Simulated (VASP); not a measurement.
A run of VASP 6.6.1 is set up as follows.

File INCAR:

```
SYSTEM = Hf4Br
PREC     = Accurate       ! precision mode
ENCUT    = 520            ! plane-wave cutoff, eV
EDIFF    = 1E-6           ! SCF threshold, eV
ISMEAR   = 0              ! smearing method
SIGMA    = 0.1            ! smearing width, eV
LREAL    = .FALSE.        ! projectors in reciprocal space
LASPH    = .TRUE.         ! aspherical terms in the spheres
NELM     = 100            ! most SCF steps
ALGO     = Normal         ! electronic algorithm
ISIF     = 2              ! what is computed and relaxed
LWAVE    = .FALSE.        ! write WAVECAR
LCHARG   = .FALSE.        ! write CHGCAR
GGA      = PE             ! functional
NBANDS   = 32             ! bands
```

KPOINTS

```
Automatic mesh
0
G
  10 10 4
  0 0 0
```

The input POSCAR:

```
Hf4Br
1.0
    3.6688115605      0.0000000000      0.0000000000
    0.0000000000      3.6688115605      0.0000000000
    0.0000000000      0.0000000000      9.3863390247
Hf Br
4 1
Direct
    0.0000000000      0.0000000000      0.5000000000
    0.5000000000      0.5000000000      0.0000000000
    0.5000000000      0.5000000000      0.6714012397
    0.5000000000      0.5000000000      0.3285987603
    0.0000000000      0.0000000000      0.0000000000
```

Potentials or basis: VASP PAW PBE potentials, release 64 (Hf_pv, Br).

Run with:

```bash
$ cat potpaw_PBE.64/Hf_pv/POTCAR potpaw_PBE.64/Br/POTCAR > POTCAR
$ mpirun -np 1 vasp_std > vasp.out
```

Problem. What does it give for the pressure?

Solution. -0.3 GPa.

Problem. Predict the band gap on the k mesh.

Solution. Zero (an odd number of electrons rules out a gap without spin polarisation).

Problem. What does it give for the largest force?

Solution. 0.023 eV/Å.

Stress tensor (GPa, compression positive):
```
-0.39  0.00  0.00
 0.00 -0.39  0.00
 0.00  0.00 -0.21
```

Caveat: spin-orbit coupling is left out, which moves the levels of the heavy elements; an odd number of electrons without spin polarisation forces a metal; a magnetic or distorted state may lie lower.
